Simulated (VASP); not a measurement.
A run of VASP 6.6.1 is set up as follows.

Contents of POSCAR:

```
AlGa3N4
1.0
    4.4653444522      0.0000000000      0.0000000000
    0.0000000000      4.4653444522      0.0000000000
    0.0000000000      0.0000000000      4.4653444522
Al Ga N
1 3 4
Direct
    0.0000000000      0.0000000000      0.0000000000
    0.5000000000      0.5000000000      0.0000000000
    0.5000000000      0.0000000000      0.5000000000
    0.0000000000      0.5000000000      0.5000000000
    0.7553510553      0.7553510553      0.2446489447
    0.7553510553      0.2446489447      0.7553510553
    0.2446489447      0.7553510553      0.7553510553
    0.2446489447      0.2446489447      0.2446489447
```

File INCAR.step1:

```
SYSTEM = AlGa3N4
ALGO = Normal
EDIFF = 1E-4
ENCUT = 520
GGA = PE
ISMEAR = 0
LASPH = .True.
LCHARG = .False.
LREAL = .False.
LWAVE = .True.
NBANDS = 41
NELM = 60
PREC = Accurate
SIGMA = 0.02
```

Contents of INCAR.step2:

```
SYSTEM = AlGa3N4
ALGO = Normal
EDIFF = 1E-6
ENCUT = 520
ISIF = 2
ISMEAR = 0
ISTART = 1
LASPH = .True.
LCHARG = .True.
LELF = .True.
LMIXTAU = .True.
LREAL = .False.
LVHAR = .True.
LWAVE = .False.
METAGGA = R2SCAN
NBANDS = 41
NELM = 60
PREC = Accurate
SIGMA = 0.02
```

Contents of KPOINTS:

```
k-points
0
Gamma
  6 6 6
  0 0 0
```

Potentials or basis: VASP PAW PBE potentials, release 64 (Al, Ga_d, N).

Command:

```console
$ cat potpaw_PBE.64/Al/POTCAR potpaw_PBE.64/Ga_d/POTCAR potpaw_PBE.64/N/POTCAR > POTCAR
$ cp INCAR.step1 INCAR
$ mpirun -np 1 vasp_std > vasp.out
$ cp INCAR.step2 INCAR
$ mpirun -np 1 vasp_std > vasp.out
```

Task: Estimate the largest force.

Result: 0.080 eV/Å.

Task: Predict the band gap on the k mesh.

Result: 2.82 eV, direct.

Task: What does it give for the pressure?

Result: 0.7 GPa.

Forces in eV/Å, atoms in the order of the input:
```
Al   0.000  0.000  0.000
Ga   0.000  0.000  0.000
Ga   0.000  0.000  0.000
Ga   0.000  0.000  0.000
N    0.046  0.046 -0.046
N    0.046 -0.046  0.046
N   -0.046  0.046  0.046
N   -0.046 -0.046 -0.046
```

Caveat: the PAW data sets were made with another functional, which shifts forces and pressure a little. r2SCAN opens gaps a little over a GGA but as a rule still falls short of measured ones.
